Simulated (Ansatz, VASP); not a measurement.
Two plane-wave programs on SiSn4

```
Si Sn
1.0
     5.55626    0.00000   -0.06436
     0.00000    3.88581    0.00000
    -0.34303    0.00000    6.15007
Si Sn
1 4
Direct
  0.50000 0.50000 0.50000
  0.75146 0.50000 0.12871
  0.19370 0.00000 0.30906
  0.80630 0.00000 0.69094
  0.24854 0.50000 0.87129
```

Change from the starting cell: the structure that the rattled cell fell into.

Alike in both runs: functional PBE; k mesh 8 × 10 × 6; occupations gaussian, width 0.1 eV; no spin polarisation.

Ansatz relaxed the structure, and its values are those at the end. VASP's run is a single point on that final structure, the one shown.

```csv
,VASP,Ansatz
version,VASP 6.6.1,Ansatz 0.2.0
potentials or method,"VASP PAW PBE potentials, release 64 (Si, Sn_d), cutoff 520 eV","scalar-relativistic, plane waves, PAW"
valence electrons in the cell,60,60
```

Ansatz gave:

- gap on the k mesh at the Fermi level (eV): none
- pressure (GPa): 0.0

Question: Estimate VASP's values.

Answer: gap on the k mesh at the Fermi level (eV): none; pressure (GPa): -0.1.

A gap of «none» marks a metal or a gap that the smearing closes.
